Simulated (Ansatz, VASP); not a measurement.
KF: VASP beside Ansatz

File POSCAR:

```
KF
1.0
   -0.0391876091      2.9354014298      2.9354014298
    2.9354014298     -0.0391876091      2.9354014298
    2.8962138207      2.8962138207      0.0000000000
K F
1 1
Direct
   -0.0029754569     -0.0029754569      0.0029754569
    0.2529754569      0.2529754569      0.2470245431
```

File INCAR.step1:

```
SYSTEM = KF
PREC = Accurate
ENCUT = 520
ISMEAR = 0
SIGMA = 0.01
LREAL = .False.
LASPH = .True.
NELM = 100
NBANDS = 15
GGA = PE
ALGO = Normal
EDIFF = 1E-4
LWAVE = .True.
LCHARG = .False.
```

File INCAR.step2:

```
SYSTEM = KF
PREC = Accurate
ENCUT = 520
EDIFF = 1E-7
ISMEAR = 0
SIGMA = 0.01
LREAL = .False.
LASPH = .True.
NELM = 100
ALGO = Normal
ISIF = 2
LWAVE = .False.
LCHARG = .False.
METAGGA = R2SCAN
LMIXTAU = .True.
NBANDS = 15
ISTART = 1
```

File KPOINTS:

```
Automatic mesh
0
Gamma
  8 8 8
  0 0 0
```

Input for Ansatz:

```yaml
crystal:
  lattice:
    - [-0.0391876091, 2.9354014298, 2.9354014298]
    - [2.9354014298, -0.0391876091, 2.9354014298]
    - [2.8962138207, 2.8962138207, 0.0]
  atoms:
    - { symbol: K, position: [-0.0029754569, -0.0029754569, 0.0029754569] }
    - { symbol: F, position: [0.2529754569, 0.2529754569, 0.2470245431] }
kpoints:
  mp_grid: { grid: [8, 8, 8] }
  band_path:
    path:
      - [0.0, 0.0, 0.0]
      - [-0.5, -0.5, 0.0]
      - [-0.375, -0.375, 0.25]
      - [-0.375, 0.0, 0.375]
      - [0.0, 0.0, 0.5]
      - [-0.5, -0.25, 0.25]
    npoints: 1
hamiltonian:
  xc: r2scan
scf:
  occupations: { method: fixed }
  n_extra_bands: 4
output:
  forces: true
  stress: true
  eigenvalues: true
```

Change from the starting cell: shear_xy strain -2.7%.

Alike in both runs: task single point; functional r2SCAN; k mesh 8 × 8 × 8; no spin polarisation.

|  | VASP | Ansatz |
| --- | --- | --- |
| version | VASP 6.6.1 | Ansatz 0.2.0 |
| potentials or method | VASP PAW PBE potentials, release 64 (K_sv, F) | plane waves, PAW |
| plane-wave cutoff (eV) | 520 | 500 |
| occupations | gaussian, width 0.01 eV | fixed |
| valence electrons in the cell | 16 | 16 |

```tsv
	VASP	Ansatz	Ansatz less VASP
gap on the k mesh at the Fermi level (eV)	5.74	5.74	+0.005
pressure (GPa)	0.0	0.0	+0.01
traceless stress, the component that is largest in VASP (GPa)	0.17	0.17	0.000
```

VASP's potentials were made for PBE, not for r2SCAN.
